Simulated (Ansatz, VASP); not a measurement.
Two plane-wave programs on Si

The input POSCAR:

```
Si
1.0
   -2.8777973062      3.5441284969      2.0013307959
    2.9737943435     -3.4167101821      1.9469766097
    2.9611392259      3.5000521019     -1.7809158623
Si
4
Direct
    0.1921455403      0.2145401934      0.3487375614
    0.8631742579      0.7948643870      0.6293417234
    0.1238841758      0.7973718167     -0.0089359390
    0.8207960259      0.1932236029      0.0308566541
```

File INCAR.step1:

```
ALGO     = Normal         # electronic algorithm
EDIFF    = 1E-4           # SCF threshold, eV
ENCUT    = 520            # plane-wave cutoff, eV
GGA      = PE             # functional
ISMEAR   = 0              # smearing method
LASPH    = T              # aspherical terms in the spheres
LCHARG   = F              # write CHGCAR
LREAL    = F              # projectors in reciprocal space
LWAVE    = T              # write WAVECAR
NBANDS   = 16             # bands
NELM     = 80             # most SCF steps
PREC     = Accurate       # precision mode
SIGMA    = 0.03           # smearing width, eV
```

Contents of INCAR.step2:

```
ALGO     = Normal         # electronic algorithm
EDIFF    = 1E-6           # SCF threshold, eV
ENCUT    = 520            # plane-wave cutoff, eV
ISIF     = 2              # what is computed and relaxed
ISMEAR   = 0              # smearing method
ISTART   = 1            
LASPH    = T              # aspherical terms in the spheres
LCHARG   = T              # write CHGCAR
LELF     = T              # ELF
LMIXTAU  = T            
LREAL    = F              # projectors in reciprocal space
LVHAR    = T            
LWAVE    = F              # write WAVECAR
METAGGA  = R2SCAN         # meta-GGA
NBANDS   = 16             # bands
NELM     = 80             # most SCF steps
PREC     = Accurate       # precision mode
SIGMA    = 0.03           # smearing width, eV
```

File KPOINTS:

```
k-points
0
Gamma
  10 10 10
```

Input for Ansatz:

```yaml
crystal:
  lattice:
    - [-2.8777973062, 3.5441284969, 2.0013307959]
    - [2.9737943435, -3.4167101821, 1.9469766097]
    - [2.9611392259, 3.5000521019, -1.7809158623]
  atoms:
    - { symbol: Si, position: [0.1921455403, 0.2145401934, 0.3487375614] }
    - { symbol: Si, position: [0.8631742579, 0.794864387, 0.6293417234] }
    - { symbol: Si, position: [0.1238841758, 0.7973718167, -0.008935939] }
    - { symbol: Si, position: [0.8207960259, 0.1932236029, 0.0308566541] }
basis:
  ecutwfc: 500
kpoints:
  mp_grid: { grid: [10, 10, 10] }
hamiltonian:
  xc: r2scan
scf:
  occupations: { method: gaussian, width: 0.03 }
output:
  forces: true
  stress: true
  eigenvalues: true
```

Change from the starting cell: all atoms moved at random (sigma 0.15 Å a component), cell strained at random (sigma 0.05).

Alike in both runs: task single point; functional r2SCAN; k mesh 10 × 10 × 10; occupations gaussian, width 0.03 eV; no spin polarisation.

```csv
,VASP,Ansatz
version,VASP 6.6.1,Ansatz 0.2.0
potentials or method,"VASP PAW PBE potentials, release 64 (Si), cutoff 520 eV","scalar-relativistic, plane waves, PAW"
valence electrons in the cell,16,16
```

VASP gave:

* gap on the k mesh at the Fermi level (eV): none
* pressure (GPa): 3.3
* traceless stress, the component that is largest in VASP (GPa): 11.37
* rms of the force components (eV/Å): 1.662

Question: Which values does Ansatz return?

Answer: gap on the k mesh at the Fermi level (eV): none; pressure (GPa): 3.5; traceless stress, the component that is largest in VASP (GPa): 11.29; rms of the force components (eV/Å): 1.668.

VASP's potentials were made for PBE, not for r2SCAN. Atom by atom the forces differ by 0.010 eV/Å (rms over components). A gap of «none» marks a metal or a gap that the smearing closes.
